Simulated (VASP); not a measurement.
Here is a VASP 6.6.1 calculation.

The input INCAR:

```
ALGO = Normal
EDIFF = 1E-7
EDIFFG = -0.005
ENCUT = 600
GGA = PS
IBRION = 2
ISIF = 3
ISMEAR = -1
LASPH = T
LCHARG = F
LREAL = F
LWAVE = F
NELM = 80
NSW = 60
PREC = Accurate
PSTRESS = 1400.0
SIGMA = 0.05
```

KPOINTS

```
k-points
0
Gamma
  24 24 24
```

POSCAR

```
Be
1.0
   -1.6307706138      1.6307706138      0.8969238376
    1.6307706138     -1.6307706138      0.8969238376
    1.6307706138      1.6307706138     -0.8969238376
Be
2
Direct
   -0.3750000000     -0.1250000000     -0.2500000000
    0.3750000000      0.1250000000      0.2500000000
```

Potentials or basis: VASP PAW PBE potentials, release 64 (Be).

Command:

```console
$ cat potpaw_PBE.64/Be/POTCAR > POTCAR
$ mpirun -np 1 vasp_std > vasp.out
```

Q: What does it give for the space group after relaxing (to 0.1 Å)?

A: I4_1/amd (No. 141).

Q: What does it give for the relaxed volume?

A: 5.02 Å³/atom.

Q: Estimate the band gap on the k mesh.

A: Zero (bands 2 and 3 overlap by 8.60 eV).

Q: What does it give for the relaxed cell?

A: a = 2.522 Å, b = 2.522 Å, c = 2.522 Å, α = 97.43°, β = 97.43°, γ = 137.85°.

Final structure:
```
CELL_PARAMETERS angstrom
-1.66431 1.66431 0.90694
1.66431 -1.66431 0.90694
1.66431 1.66431 -0.90694
ATOMIC_POSITIONS crystal
Be 0.62500 0.87500 0.75000
Be 0.37500 0.12500 0.25000
```

Caveat: the cell is relaxed towards a set pressure, so the run minimises the enthalpy, not the energy; the PAW data sets were made with another functional, which shifts forces and pressure a little.
